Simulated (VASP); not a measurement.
# KF (Immm) in VASP: notebook

The runs below take KF through single point, with r2SCAN.

Everything below comes from runs of VASP 6.6.1. Logs are shortened: lines on timing, memory, paths and dates and some standing lists are left out, and cuts for length are marked.

## 1. The cell of the first run

It takes space group Immm (No. 71, orthorhombic). The conventional cell has a = 3.497 Å, b = 4.064 Å, c = 5.347 Å, α = 90.00°, β = 90.00°, γ = 90.00°. Within 3.5 Å of K (site symmetry mmm) lie 6 F at 2.67 to 2.68 Å and 2 K at 3.50 Å. F (site symmetry mmm) has 6 K at 2.67 to 2.68 Å and 2 F at 3.50 Å within 3.5 Å.

## 2. Single point, r2SCAN (strain -0.1500 x Voigt [0, 0, 0, 0, 1, 0])

POSCAR reads:

```
KF
1.0
   -0.2005125000      2.6735000000      2.6735000000
    2.4729875000      0.0000000000      2.4729875000
    2.6735000000      2.6735000000     -0.2005125000
K F
1 1
Direct
    0.0000000000      0.0000000000      0.0000000000
    0.5000000000      0.5000000000      0.5000000000
```

INCAR.step1 reads:

```
SYSTEM = KF
ALGO     = Normal         ! electronic algorithm
EDIFF    = 1E-4           ! SCF threshold, eV
ENCUT    = 520            ! plane-wave cutoff, eV
GGA      = PE             ! functional
ISMEAR   = 0              ! smearing method
LASPH    = .TRUE.         ! aspherical terms in the spheres
LCHARG   = .FALSE.        ! write CHGCAR
LREAL    = .FALSE.        ! projectors in reciprocal space
LWAVE    = .TRUE.         ! write WAVECAR
NBANDS   = 15             ! bands
NELM     = 80             ! most SCF steps
PREC     = Accurate       ! precision mode
SIGMA    = 0.05           ! smearing width, eV
```

INCAR.step2 reads:

```
SYSTEM = KF
ALGO     = Normal         ! electronic algorithm
EDIFF    = 1E-6           ! SCF threshold, eV
ENCUT    = 520            ! plane-wave cutoff, eV
ISIF     = 2              ! what is computed and relaxed
ISMEAR   = 0              ! smearing method
ISTART   = 1            
LASPH    = .TRUE.         ! aspherical terms in the spheres
LCHARG   = .TRUE.         ! write CHGCAR
LELF     = .TRUE.         ! ELF
LMIXTAU  = .TRUE.       
LREAL    = .FALSE.        ! projectors in reciprocal space
LVHAR    = .TRUE.       
LWAVE    = .FALSE.        ! write WAVECAR
METAGGA  = R2SCAN         ! meta-GGA
NBANDS   = 15             ! bands
NELM     = 80             ! most SCF steps
PREC     = Accurate       ! precision mode
SIGMA    = 0.05           ! smearing width, eV
```

KPOINTS reads:

```
k-points
0
G
  8 8 8
  0 0 0
```

Potentials or basis: VASP PAW PBE potentials, release 64 (K_sv, F).

The run is started by

```sh
> cat potpaw_PBE.64/K_sv/POTCAR potpaw_PBE.64/F/POTCAR > POTCAR
> cp INCAR.step1 INCAR
> mpirun -np 1 vasp_std > vasp.out
> cp INCAR.step2 INCAR
> mpirun -np 1 vasp_std > vasp.out
```

OUTCAR:

```text
SYSTEM = KF
   EDIFF = 1E-6
   ENCUT = 520
   ISIF = 2
   ISMEAR = 0
   ISTART = 1
   LASPH = .TRUE.
   LREAL = .FALSE.
   METAGGA = R2SCAN
   NELM = 80
   PREC = Accurate

 ion  position               nearest neighbor table
   1  0.000  0.000  0.000-   2 2.67   2 2.67   2 2.68   2 2.68   2 2.68   2 2.68
   2  0.500  0.500  0.500-   1 2.67   1 2.67   1 2.68   1 2.68   1 2.68   1 2.68

  LATTYP: Found a body centered orthorhombic cell.
 ALAT       =     3.4973324621
 B/A-ratio  =     1.1621621622
 C/A-ratio  =     1.5288795269

  Lattice vectors:

 A1 = (   2.6735000000,  -2.6735000000,  -0.2005125000)
 A2 = (  -2.6735000000,  -2.6735000000,   0.2005125000)
 A3 = (   0.2005125000,   2.6735000000,  -2.6735000000)

Analysis of symmetry for initial positions (statically):
=====================================================================
 Subroutine PRICEL returns:
 Original cell was already a primitive cell.

 Routine SETGRP: Setting up the symmetry group for a
 body centered orthorhombic supercell.

 Subroutine GETGRP returns: Found  8 space group operations
 (whereof  8 operations were pure point group operations)
 out of a pool of  8 trial point group operations.

The static configuration has the point symmetry D_2h.

Analysis of symmetry for dynamics (positions and initial velocities):
=====================================================================
 Subroutine PRICEL returns:
 Original cell was already a primitive cell.

 Routine SETGRP: Setting up the symmetry group for a
 body centered orthorhombic supercell.

 Subroutine GETGRP returns: Found  8 space group operations
 (whereof  8 operations were pure point group operations)
 out of a pool of  8 trial point group operations.

The dynamic configuration has the point symmetry D_2h.

 Subroutine INISYM returns: Found  8 space group operations
 (whereof  8 operations are pure point group operations),
 and found     1 'primitive' translations

----------------------------------------------------------------------------------------

                                     Primitive cell

  volume of cell :      38.0033

  direct lattice vectors                    reciprocal lattice vectors
    -0.200512500  2.673500000  2.673500000    -0.173972799  0.187020759  0.173972799
     2.472987500  0.000000000  2.472987500     0.202184605 -0.187020759  0.202184605
     2.673500000  2.673500000 -0.200512500     0.173972799  0.187020759 -0.173972799

  length of vectors
     3.786213116  3.497332462  3.786213116     0.309046654  0.341663567  0.309046654

  position of ions in fractional coordinates (direct lattice)
     0.000000000  0.000000000  0.000000000
     0.500000000  0.500000000  0.500000000

  ion indices of the primitive-cell ions
   primitive index   ion index
                 1           1
                 2           2

----------------------------------------------------------------------------------------

 KPOINTS: k-points

Automatic generation of k-mesh.
 Grid dimensions read from file:
 generate k-points for:    8    8    8

 Generating k-lattice:

  Cartesian coordinates                     Fractional coordinates (reciprocal lattice)
    -0.021746600  0.023377595  0.021746600     0.125000000  0.000000000  0.000000000
     0.025273076 -0.023377595  0.025273076     0.000000000  0.125000000  0.000000000
     0.021746600  0.023377595 -0.021746600     0.000000000  0.000000000  0.125000000

  Length of vectors
     0.038630832  0.042707946  0.038630832

  Shift w.r.t. Gamma in fractional coordinates (k-lattice)
     0.000000000  0.000000000  0.000000000

 Subroutine IBZKPT returns following result:
 ===========================================

 Found     95 irreducible k-points:

 Following reciprocal coordinates:
            Coordinates               Weight
  0.000000  0.000000  0.000000      1.000000
  0.125000  0.000000 -0.000000      4.000000
  0.250000  0.000000 -0.000000      4.000000
  0.375000  0.000000 -0.000000      4.000000
  0.500000  0.000000 -0.000000      2.000000
  0.000000  0.125000 -0.000000      4.000000
[... 16 lines left out ...]
  0.125000  0.375000 -0.000000      8.000000
  0.250000  0.375000 -0.000000      8.000000
 [... further k-points ...]
   k-points           NKPTS =     95   k-points in BZ     NKDIM =     95   number of bands    NBANDS=     15
   number of dos      NEDOS =    301   number of ions     NIONS =      2
   total plane-waves  NPLWV =  21952
   dimension x,y,z NGX =    28 NGY =   28 NGZ =   28
   dimension x,y,z NGXF=    56 NGYF=   56 NGZF=   56
   ions per type =               1   1
   NGX,Y,Z   is equivalent  to a cutoff of  12.29, 13.31, 12.29 a.u.
   NGXF,Y,Z  is equivalent  to a cutoff of  24.59, 26.62, 24.59 a.u.
 SYSTEM =  KF
   PREC   = accura    normal or accurate (medium, high low for compatibility)
   ISTART =      1    job   : 0-new  1-cont  2-samecut
   ICHARG =      0    charge: 1-file 2-atom 10-const
   ISPIN  =      1    spin polarized calculation?
   LNONCOLLINEAR =      F non collinear calculations
   LSORBIT =      F    spin-orbit coupling
   LASPH  =      T    aspherical Exc in radial PAW
   ENCUT  =  520.0 eV  38.22 Ry    6.18 a.u.   7.04  6.50  7.04*2*pi/ulx,y,z
   NELM   =     80;   NELMIN=  2; NELMDL=  0     # of ELM steps
   EDIFF  = 0.1E-05   stopping-criterion for ELM
   LREAL  =      F    real-space projection
   EDIFFG = 0.1E-04   stopping-criterion for IOM
   NSW    =      0    number of steps for IOM
   IBRION =     -1    ionic relax: 0-MD 1-quasi-New 2-CG
   NFREE  =      0    steps in history (QN), initial steepest desc. (CG)
   ISIF   =      2    stress and relaxation
   ISYM   =      2    0-nonsym 1-usesym 2-fastsym
   POTIM  = 0.5000    time-step for ionic-motion
   TEBEG  =    0.0;   TEEND  =   0.0 temperature during run
   PSTRESS=    0.0 pullay stress
   NELECT =      16.0000    total number of electrons
   NUPDOWN=      -1.0000    fix difference up-down
   EMIN   =  10.00;   EMAX   =-10.00  energy-range for DOS
   EFERMI =   0.00;   METHOD = LEGACY
   ISMEAR =     0;   SIGMA  =   0.05  broadening in eV -4-tet -1-fermi 0-gaus
   EFERMI_NEDOS =   21; number of points for ismear=-14 and -15
   IALGO  =     38    algorithm
   IMIX   =      4    mixing-type and parameters
     AMIX     =   0.40;   BMIX     =  1.00
     AMIX_MAG =   1.60;   BMIX_MAG =  1.00
  volume/ion in A,a.u.               =      19.00       128.23
  Fermi-wavevector in a.u.,A,eV,Ry     =   1.226991  2.318676 20.483652  1.505506
  Thomas-Fermi vector in A             =   2.361971
   LORBIT       =      0    0 simple, 1 ext, 2 COOP (PROOUT), +10 PAW based schemes
   METAGGA = R2SCAN    functional components
   LHFCALC =     F    Hartree Fock is set to
   AEXX    =    0.0000 exact exchange contribution
   IVDW    =     0    specifies the selected vdW correction
   LEPSILON=     F    determine dielectric tensor
   LRPA    =     F    only Hartree local field effects (RPA)
 non-spin polarized calculation
 Gauss-broadening in eV      SIGMA  =   0.05
  energy-cutoff  :      520.00
  volume of cell :       38.00
 maximum number of plane-waves:      1039
   NGX = 15   NGY = 13   NGZ = 15

 number of electron      16.0000004 magnetization

 Free energy of the ion-electron system (eV)
  ---------------------------------------------------
  ext. energy  EPLUGINS =         0.00000000
  ---------------------------------------------------
  free energy    TOTEN  =       -14.93850883 eV

  energy without entropy =      -14.93850883  energy(sigma->0) =      -14.93850883

 E-fermi :  -2.9089     XC(G=0):  -8.9246

 val. band max:       -3.1920238875   @ k =   0.0000   0.0000   0.0000
 cond. band min:       3.5056052647   @ k =   0.0000   0.0000   0.0000
 fundamental gap:      6.6976291522
 Fermi energy:        -2.9088872619

 k-point     1 :       0.0000    0.0000    0.0000
  band No.  band energies     occupation
      1     -30.5238      2.00000
      2     -23.0907      2.00000
      3     -13.0163      2.00000
      4     -13.0082      2.00000
      5     -12.9545      2.00000
      6      -3.3453      2.00000
      7      -3.3097      2.00000
      8      -3.1920      2.00000
      9       3.5056      0.00000
     10       7.3539      0.00000
     11       7.9912      0.00000
     12       8.9441      0.00000
     13      10.0826      0.00000
     14      10.1160      0.00000
     15      13.9549      0.00000

 k-point     2 :       0.1250    0.0000   -0.0000
  band No.  band energies     occupation
      1     -30.5124      2.00000
      2     -23.1044      2.00000
      3     -13.0437      2.00000
      4     -13.0084      2.00000
      5     -12.9607      2.00000
      6      -3.4604      2.00000
      7      -3.3691      2.00000
      8      -3.2269      2.00000
      9       3.8916      0.00000
     10       7.3528      0.00000
     11       8.0117      0.00000
     12       9.1204      0.00000
     13      10.2168      0.00000
     14      10.2804      0.00000
     15      14.5653      0.00000

 k-point     3 :       0.2500    0.0000   -0.0000
  band No.  band energies     occupation
      1     -30.4846      2.00000
      2     -23.1377      2.00000
      3     -13.1200      2.00000
      4     -12.9980      2.00000
      5     -12.9753      2.00000
      6      -3.7346      2.00000
      7      -3.4832      2.00000
      8      -3.3096      2.00000
      9       4.8558      0.00000
     10       7.2684      0.00000
     11       8.3232      0.00000
     12       9.5366      0.00000
     13      10.6295      0.00000
     14      10.7816      0.00000
     15      15.4115      0.00000

 k-point     4 :       0.3750    0.0000   -0.0000
  band No.  band energies     occupation
      1     -30.4565      2.00000
      2     -23.1714      2.00000
      3     -13.1950      2.00000
      4     -12.9899      2.00000
      5     -12.9874      2.00000
      6      -3.9784      2.00000
      7      -3.5925      2.00000
      8      -3.3902      2.00000
      9       5.8211      0.00000
     10       7.4334      0.00000
     11       8.7456      0.00000
     12       9.9158      0.00000
     13      11.2522      0.00000
     14      11.5504      0.00000
     15      14.3454      0.00000
[... 307 lines left out ...]
 k-point    22 :       0.0000    0.3750    0.0000
  band No.  band energies     occupation
      1     -30.4206      2.00000
      2     -23.1401      2.00000
      3     -13.3597      2.00000
      4     -13.0485      2.00000
      5     -13.0244      2.00000
      6      -3.9710      2.00000
      7      -3.7101      2.00000
      8      -3.5854      2.00000
      9       6.2811      0.00000
     10       7.6555      0.00000
     11       8.9177      0.00000
     12      10.0276      0.00000
     13      11.0388      0.00000
     14      11.3711      0.00000
     15      15.4173      0.00000

 k-point    23 :       0.1250    0.3750   -0.0000
  band No.  band energies     occupation
      1     -30.4257      2.00000
      2     -23.1291      2.00000
      3     -13.3616      2.00000
      4     -13.0764      2.00000
      5     -13.0343      2.00000
      6      -3.8983      2.00000
      7      -3.6274      2.00000
      8      -3.4946      2.00000
      9       6.2081      0.00000
     10       7.0394      0.00000
     11       9.0153      0.00000
     12      10.1165      0.00000
     13      10.6672      0.00000
     14      11.1893      0.00000
     15      15.7827      0.00000

 k-point    24 :       0.2500    0.3750   -0.0000
  band No.  band energies     occupation
      1     -30.4227      2.00000
      2     -23.1158      2.00000
      3     -13.4123      2.00000
      4     -13.1241      2.00000
      5     -13.0850      2.00000
      6      -3.7932      2.00000
      7      -3.4642      2.00000
      8      -3.3938      2.00000
      9       6.1179      0.00000
     10       6.4724      0.00000
     11       9.5211      0.00000
     12      10.4011      0.00000
     13      10.4847      0.00000
     14      11.0824      0.00000
     15      15.8511      0.00000

 [... further k-points ...]

------------------------ aborting loop because EDIFF is reached ----------------------------------------

  FORCE on cell =-STRESS in cart. coord.  units (eV):
  Direction    XX          YY          ZZ          XY          YZ          ZX
  --------------------------------------------------------------------------------------
  -------------------------------------------------------------------------------------
  Total       -0.1426465     -0.2271275     -0.1426465      0.0000000      0.0000000      0.4721728
  in kB       -6.0138272     -9.5754568     -6.0138272      0.0000000      0.0000000     19.9063132
  external PRESSURE =      -7.2010371 kB  Pullay stress =       0.0000000 kB

 VOLUME and BASIS-vectors are now :
 -----------------------------------------------------------------------------
  energy-cutoff  :      520.00
  volume of cell :       38.00
      direct lattice vectors                 reciprocal lattice vectors
    -0.200512500  2.673500000  2.673500000    -0.173972799  0.187020759  0.173972799
     2.472987500  0.000000000  2.472987500     0.202184605 -0.187020759  0.202184605
     2.673500000  2.673500000 -0.200512500     0.173972799  0.187020759 -0.173972799

 POSITION                                       TOTAL-FORCE (eV/Angst)
 -----------------------------------------------------------------------------------
      0.00000      0.00000      0.00000         0.000000      0.000000     -0.000000
      2.47299      2.67350      2.47299        -0.000000     -0.000000      0.000000
 -----------------------------------------------------------------------------------
    total drift:                                0.000000      0.000000      0.000000

  FREE ENERGIE OF THE ION-ELECTRON SYSTEM (eV)
  ---------------------------------------------------
  free  energy   TOTEN  =       -14.9385088301 eV

  energy  without entropy=      -14.9385088301  energy(sigma->0) =      -14.93850883
```

Wall time 3.3 min (1 thread of AMD EPYC 7R43 (Zen 3), shared host); peak memory 0.17 GiB.

What came out:

| Quantity | Value |
| --- | --- |
| Free energy | -14.9385 eV |
| Pressure | -0.7 GPa |
| Band gap on the k mesh | 6.70 eV, direct |

Stress tensor (GPa, compression positive):
```
-0.60  0.00  1.99
 0.00 -0.96  0.00
 1.99  0.00 -0.60
```

Levels at points of the mesh, in eV from the valence-band top:
```csv
k point,band 6,band 7,band 8,band 9,band 10,band 11
"(0.00, 0.00, 0.00)",-0.15,-0.12,0.00,6.70,10.55,11.18
"(0.50, 0.00, 0.00)",-0.88,-0.44,-0.23,9.33,10.95,12.12
"(0.00, 0.50, 0.00)",-0.89,-0.58,-0.44,9.66,11.41,12.33
"(0.50, 0.50, 0.00)",-0.36,-0.17,-0.16,8.61,10.92,12.44
"(0.50, 0.00, 0.50)",-0.33,-0.23,-0.04,8.64,11.09,12.30
```

Caveat: the cell differs from its parent crystal (strain -0.1500 x Voigt [0, 0, 0, 0, 1, 0]); the PAW data sets were made with another functional, which shifts forces and pressure a little. A k mesh can miss the band edges.

## 3. Single point, r2SCAN (strain +0.1125 x Voigt [0, 0, 0, 0, 1, 0])

POSCAR reads:

```
KF
1.0
    0.1503843750      2.6735000000      2.6735000000
    2.8238843750      0.0000000000      2.8238843750
    2.6735000000      2.6735000000      0.1503843750
K F
1 1
Direct
    0.0000000000      0.0000000000      0.0000000000
    0.5000000000      0.5000000000      0.5000000000
```

INCAR.step1 reads:

```
SYSTEM = KF
PREC     = Accurate       ! precision mode
ENCUT    = 520            ! plane-wave cutoff, eV
ISMEAR   = 0              ! smearing method
SIGMA    = 0.05           ! smearing width, eV
LREAL    = .FALSE.        ! projectors in reciprocal space
LASPH    = .TRUE.         ! aspherical terms in the spheres
NELM     = 100            ! most SCF steps
NBANDS   = 15             ! bands
GGA      = PE             ! functional
ALGO     = Normal         ! electronic algorithm
EDIFF    = 1E-4           ! SCF threshold, eV
LWAVE    = .TRUE.         ! write WAVECAR
LCHARG   = .FALSE.        ! write CHGCAR
```

INCAR.step2 reads:

```
SYSTEM = KF
PREC     = Accurate       ! precision mode
ENCUT    = 520            ! plane-wave cutoff, eV
EDIFF    = 1E-7           ! SCF threshold, eV
ISMEAR   = 0              ! smearing method
SIGMA    = 0.05           ! smearing width, eV
LREAL    = .FALSE.        ! projectors in reciprocal space
LASPH    = .TRUE.         ! aspherical terms in the spheres
NELM     = 100            ! most SCF steps
ALGO     = Normal         ! electronic algorithm
ISIF     = 2              ! what is computed and relaxed
LWAVE    = .FALSE.        ! write WAVECAR
LCHARG   = .FALSE.        ! write CHGCAR
METAGGA  = R2SCAN         ! meta-GGA
LMIXTAU  = .TRUE.       
NBANDS   = 15             ! bands
ISTART   = 1
```

KPOINTS reads:

```
Automatic mesh
0
G
  8 8 8
  0 0 0
```

Potentials or basis: VASP PAW PBE potentials, release 64 (K_sv, F).

The run is started by

```sh
> cat potpaw_PBE.64/K_sv/POTCAR potpaw_PBE.64/F/POTCAR > POTCAR
> cp INCAR.step1 INCAR
> mpirun -np 1 vasp_std > vasp.out
> cp INCAR.step2 INCAR
> mpirun -np 1 vasp_std > vasp.out
```

Wall time 4 min (1 thread of AMD EPYC 7R43 (Zen 3), shared host); peak memory 0.17 GiB.

It converged, with:

```yaml
Free_energy: -14.9537 eV
Pressure: -0.7 GPa
Band_gap_on_the_k_mesh: 6.74 eV, direct
```

Stress tensor (GPa, compression positive):
```
-0.61  0.00 -1.46
 0.00 -0.80  0.00
-1.46  0.00 -0.61
```

Levels at points of the mesh, in eV from the valence-band top:
```tsv
k point	band 5	band 6	band 7	band 8	band 9	band 10	band 11	band 12
(0.00, 0.00, 0.00)	-9.71	-0.11	-0.08	0.00	6.74	10.78	11.29	11.97
(0.50, 0.00, 0.00)	-9.77	-0.84	-0.52	-0.41	9.69	11.36	12.49	13.30
(0.00, 0.50, 0.00)	-9.73	-0.84	-0.41	-0.26	9.43	11.02	12.33	13.17
(0.50, 0.50, 0.00)	-9.92	-0.30	-0.13	-0.12	8.67	11.04	12.42	14.31
(0.50, 0.00, 0.50)	-9.87	-0.29	-0.18	-0.04	8.68	11.13	12.34	14.58
```

Caveat: the cell differs from its parent crystal (strain +0.1125 x Voigt [0, 0, 0, 0, 1, 0]); the PAW data sets were made with another functional, which shifts forces and pressure a little.

(Continued in part 2 of 2.)
